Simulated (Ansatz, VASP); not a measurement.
**One calculation of GdN, two programs**

```
Gd N
1.0
     0.00000    2.50931    2.50931
     2.50931    0.00000    2.50931
     2.50931    2.50931    0.00000
Gd N
1 1
Direct
  0.50000 0.50000 0.50000
  0.00000 0.00000 0.00000
```

Alike in both runs: task single point; functional PBE; k mesh 12 × 12 × 12; occupations gaussian, width 0.05 eV; collinear spin.

```csv
,VASP,Ansatz
version,VASP 6.6.1,Ansatz 0.2.0
potentials or method,"VASP PAW PBE potentials, release 64 (Gd, N), cutoff 520 eV","scalar-relativistic, plane waves, PAW"
valence electrons in the cell,23,23
```

|  | VASP | Ansatz | Ansatz less VASP |
| --- | --- | --- | --- |
| gap on the k mesh at the Fermi level (eV) | none | none | - |
| pressure (GPa) | -2.9 | -2.9 | -0.03 |
| net moment per atom (μB) | 3.50 | 3.50 | 0.000 |
| size of the moment on the site where the two differ most (μB) | 6.80 | 6.87 | +0.066 |

Site moments also hang on the region over which each program counts them. A gap of «none» marks a metal or a gap that the smearing closes. Ansatz's warnings: stability check not made.

Spin-orbit coupling is off throughout.
